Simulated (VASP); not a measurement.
Here is a VASP 6.6.1 calculation.

File INCAR:

```
SYSTEM = H5C6
PREC     = Accurate       ! precision mode
ENCUT    = 520            ! plane-wave cutoff, eV
EDIFF    = 1E-6           ! SCF threshold, eV
ISMEAR   = 0              ! smearing method
SIGMA    = 0.05           ! smearing width, eV
LREAL    = Auto         
LASPH    = .TRUE.         ! aspherical terms in the spheres
NELM     = 80             ! most SCF steps
ALGO     = Normal         ! electronic algorithm
ISIF     = 2              ! what is computed and relaxed
LWAVE    = .FALSE.        ! write WAVECAR
LCHARG   = .TRUE.         ! write CHGCAR
GGA      = PE             ! functional
LELF     = .TRUE.         ! ELF
LVHAR    = .TRUE.       
NBANDS   = 46             ! bands
```

File KPOINTS:

```
regular mesh
0
G
  1 1 13
  0 0 0
```

The input POSCAR:

```
H5C6
1.0
   14.6000000000      0.0000000000      0.0000000000
    0.0000000000     16.8000000000      0.0000000000
    0.0000000000      0.0000000000      2.5254132896
C H
12 10
Direct
    0.5432433782      0.6860142565      0.0000000000
    0.5432433782      0.4734265348      0.0000000000
    0.6297301347      0.5265734652      0.0000000000
    0.4567566218      0.5797203956      0.5000000000
    0.4567566218      0.3671326739      0.5000000000
    0.5432433782      0.6328673261      0.5000000000
    0.5432433782      0.4202796044      0.5000000000
    0.6297301347      0.5797203956      0.5000000000
    0.3702698653      0.4202796044      0.5000000000
    0.3702698653      0.4734265348      1.0000000000
    0.4567566218      0.5265734652      1.0000000000
    0.4567566218      0.3139857435      1.0000000000
    0.6042009997      0.7234732918      0.0000000000
    0.4822857568      0.7234732918      1.0000000000
    0.6906877562      0.4891144299      0.0000000000
    0.3957990003      0.6171794310      0.5000000000
    0.6042009997      0.3828205690      0.5000000000
    0.6906877562      0.6171794310      0.5000000000
    0.3093122438      0.3828205690      0.5000000000
    0.3093122438      0.5108855701      1.0000000000
    0.5177142432      0.2765267082      1.0000000000
    0.3957990003      0.2765267082      1.0000000000
```

Potentials or basis: VASP PAW PBE potentials, release 64 (C, H).

Launch:

```sh
$ cat potpaw_PBE.64/C/POTCAR potpaw_PBE.64/H/POTCAR > POTCAR
$ mpirun -np 1 vasp_std > vasp.out
```

(1) Predict the band gap on the k mesh.

(2) What does it give for the largest force?

Answers

(1) 3.55 eV.

(2) 1.324 eV/Å.
